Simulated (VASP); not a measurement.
Write the native input for VASP 6.6.1 that does the following.

- Task: single point
- Functional: PBE
- Potentials or basis: VASP PAW PBE potentials, release 64 (Zr_sv)
- Cutoff: 520 eV
- k mesh: 14 × 14 × 14
- Occupations: fermi-dirac, width 0.08 eV
- Spin: no spin polarisation
- Dipole correction: no
- Further INCAR settings: ALGO = Normal; EDIFF = 1e-07; NBANDS = 12

The structure of Zr lies in POSCAR:

```
Zr
1.0
   -1.7793161062      1.7793161062      1.7793161062
    1.7793161062     -1.7793161062      1.7793161062
    1.7793161062      1.7793161062     -1.7793161062
Zr
1
Direct
    0.0000000000      0.0000000000      0.0000000000
```

This cell differs from its parent crystal: volume scaled by 0.95.

The input as run:

INCAR

```
SYSTEM = Zr
PREC = Accurate
ENCUT = 520
EDIFF = 1E-7
ISMEAR = -1
SIGMA = 0.08
LREAL = .FALSE.
LASPH = .TRUE.
NELM = 100
ALGO = Normal
ISIF = 2
LWAVE = .FALSE.
LCHARG = .FALSE.
GGA = PE
NBANDS = 12
```

KPOINTS

```
regular mesh
0
G
  14 14 14
  0 0 0
```

Potentials or basis: VASP PAW PBE potentials, release 64 (Zr_sv).

Launch:

```sh
$ cat potpaw_PBE.64/Zr_sv/POTCAR > POTCAR
$ mpirun -np 1 vasp_std > vasp.out
```

It gave:

```json
{
  "Pressure": "1.3 GPa",
  "Band gap on the k mesh": "zero (band 6 reaches 10.22 eV, above the bottom of band 7 at 8.42 eV)"
}
```

Wall time 11 s on 1 thread of Intel(R) Xeon(R) Platinum 8488C (Sapphire Rapids), on a shared host, peak memory 0.15 GiB.
